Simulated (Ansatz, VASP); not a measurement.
**One calculation of GaAs, two programs**

File INCAR:

```
SYSTEM = GaAs
PREC = Accurate
ENCUT = 520
EDIFF = 1E-6
ISMEAR = 0
SIGMA = 0.1
LREAL = .False.
LASPH = .True.
NELM = 100
ALGO = Normal
ISIF = 2
LWAVE = .False.
LCHARG = .True.
LELF = .True.
LVHAR = .True.
NBANDS = 16
```

File KPOINTS:

```
regular mesh
0
Gamma
  6 6 6
  0 0 0
```

POSCAR

```
GaAs
1.0
    0.0000000000      2.8750910500      2.8750910500
    2.8750910500      0.0000000000      2.8750910500
    2.8750910500      2.8750910500      0.0000000000
Ga As
1 1
Direct
    0.0000000000      0.0000000000      0.0000000000
    0.7500000000      0.7500000000      0.7500000000
```

Input for Ansatz:

```yaml
crystal:
  lattice:
    - [0.0, 2.87509105, 2.87509105]
    - [2.87509105, 0.0, 2.87509105]
    - [2.87509105, 2.87509105, 0.0]
  atoms:
    - { symbol: Ga, position: [0.0, 0.0, 0.0] }
    - { symbol: As, position: [0.75, 0.75, 0.75] }
basis:
  ecutwfc: 600.0
kpoints:
  mp_grid: { grid: [6, 6, 6] }
hamiltonian:
  xc: lda
  pseudopotentials: { kind: paw, azcp: { folder: soft_1 } }
scf:
  occupations: { method: gaussian, width: 0.1 }
output:
  forces: true
  stress: true
  eigenvalues: true
```

Alike in both runs: task single point; functional LDA; k mesh 6 × 6 × 6; occupations gaussian, width 0.1 eV; no spin polarisation.

|  | VASP | Ansatz |
| --- | --- | --- |
| version | VASP 6.6.1 | Ansatz 0.2.0 |
| potentials or method | VASP PAW LDA potentials, release 64 (Ga_d, As), cutoff 520 eV | scalar-relativistic, plane waves, PAW |
| valence electrons in the cell | 18 | 28 |

```csv
,VASP,Ansatz,Ansatz less VASP
gap on the k mesh at the Fermi level (eV),none,none,-
pressure (GPa),-4.5,-4.7,-0.21
```

Ansatz warns that its potentials were made for another functional, while VASP's fit it. LDA's correlation is that of Perdew and Zunger in VASP and of Perdew and Wang (1992) in Ansatz. A gap of «none» marks a metal or a gap that the smearing closes. VASP's potentials hold 18 valence electrons a cell and Ansatz's 28, so a difference there can come from the potentials and not from the codes.
